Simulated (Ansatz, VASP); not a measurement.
**One calculation of Sc, two programs**

Contents of INCAR:

```
  PREC = Accurate
  ENCUT = 500
  EDIFF = 1E-6
  ISMEAR = 0
  SIGMA = 0.1
  LREAL = F
  LASPH = T
  NELM = 120
  ALGO = Normal
  ISIF = 2
  LWAVE = F
  LCHARG = F
  GGA = PE
  NBANDS = 12
  GGA_COMPAT = F
```

The input KPOINTS:

```
Automatic mesh
0
Gamma
  16 16 16
```

The input POSCAR:

```
Sc
1.0
    0.0000000000      2.2882326050      2.2882326050
    2.2882326050      0.0000000000      2.2882326050
    2.2882326050      2.2882326050      0.0000000000
Sc
1
Direct
    0.0000000000      0.0000000000      0.0000000000
```

Input for Ansatz:

```yaml
crystal:
  lattice:
    - [0.0, 2.288232605, 2.288232605]
    - [2.288232605, 0.0, 2.288232605]
    - [2.288232605, 2.288232605, 0.0]
  atoms:
    - { symbol: Sc, position: [0.0, 0.0, 0.0] }
basis:
  ecutwfc: 420
kpoints:
  mp_grid: { grid: [16, 16, 16] }
hamiltonian:
  xc: pbe
scf:
  occupations: { method: gaussian, width: 0.1 }
output:
  forces: true
  stress: true
  eigenvalues: true
```

Alike in both runs: task single point; functional PBE; k mesh 16 × 16 × 16; occupations gaussian, width 0.1 eV; no spin polarisation.

```csv
,VASP,Ansatz
version,VASP 6.6.1,Ansatz 0.2.0
potentials or method,"VASP PAW PBE potentials, release 64 (Sc_sv), cutoff 500 eV","scalar-relativistic, plane waves, PAW"
valence electrons in the cell,11,11
```

```tsv
	VASP	Ansatz	Ansatz less VASP
gap on the k mesh at the Fermi level (eV)	none	none	-
pressure (GPa)	1.5	1.5	-0.02
```

A gap of «none» marks a metal or a gap that the smearing closes.
